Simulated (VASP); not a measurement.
The system is Ag.

```
Ag
1.0
     2.86683    0.00000    0.00000
    -1.43341    2.48275    0.00000
     0.00000    0.00000    9.93288
Ag
4
Direct
  0.00000 0.00000 0.50000
  0.00000 0.00000 0.00000
  0.66667 0.33333 0.75000
  0.33333 0.66667 0.25000
```

This isn't the form of Ag at room conditions, which is fcc.

Base run:

* Program: VASP 6.6.1
* Functional: LDA
* Potentials or basis: VASP PAW LDA potentials, release 64 (Ag)
* Cutoff: 520 eV
* k mesh: 11 × 11 × 3
* Occupations: fermi-dirac, width 0.05 eV
* Spin: no spin polarisation

Its results: band gap on the k mesh zero (bands 22 and 23 overlap by 5.91 eV); pressure -9.8 GPa.

**Question.** The run is repeated on the same cell with these changes: functional from LDA to r2SCAN; potentials or basis from VASP PAW LDA potentials, release 64 (Ag) to VASP PAW PBE potentials, release 64 (Ag). What comes out?

**Answer.** Band gap on the k mesh zero (bands 22 and 23 overlap by 6.43 eV); pressure -1.6 GPa.

Caveats: the cell stands under tension (at least some runs); the PAW data sets were made with another functional, which shifts forces and pressure a little (at least some runs).
